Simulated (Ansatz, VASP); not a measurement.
# Ti: VASP beside Ansatz

```
Ti
1.0
     2.86150    0.00000    0.00000
    -1.43075    2.47813    0.00000
     0.00000    0.00000    4.68600
Ti
2
Cartesian
  0.0000 1.6521 1.1715
  1.4307 0.8260 3.5145
```

Change from the starting cell: strain -0.030 along x and y, +0.000 along z, atoms carried along.

Alike in both runs: task single point; functional r2SCAN; k mesh 18 × 18 × 10; occupations gaussian, width 0.15 eV; no spin polarisation.

|  | VASP | Ansatz |
| --- | --- | --- |
| version | VASP 6.6.1 | Ansatz 0.2.0 |
| potentials or method | VASP PAW PBE potentials, release 64 (Ti_sv), cutoff 520 eV | scalar-relativistic, plane waves, PAW |
| valence electrons in the cell | 24 | 24 |

|  | VASP | Ansatz | Ansatz less VASP |
| --- | --- | --- | --- |
| gap on the k mesh at the Fermi level (eV) | none | none | - |
| pressure (GPa) | 5.6 | 5.2 | -0.41 |
| traceless stress, the component that is largest in VASP (GPa) | -3.15 | -3.14 | +0.004 |

VASP's potentials were made for PBE, not for r2SCAN. A gap of «none» marks a metal or a gap that the smearing closes.
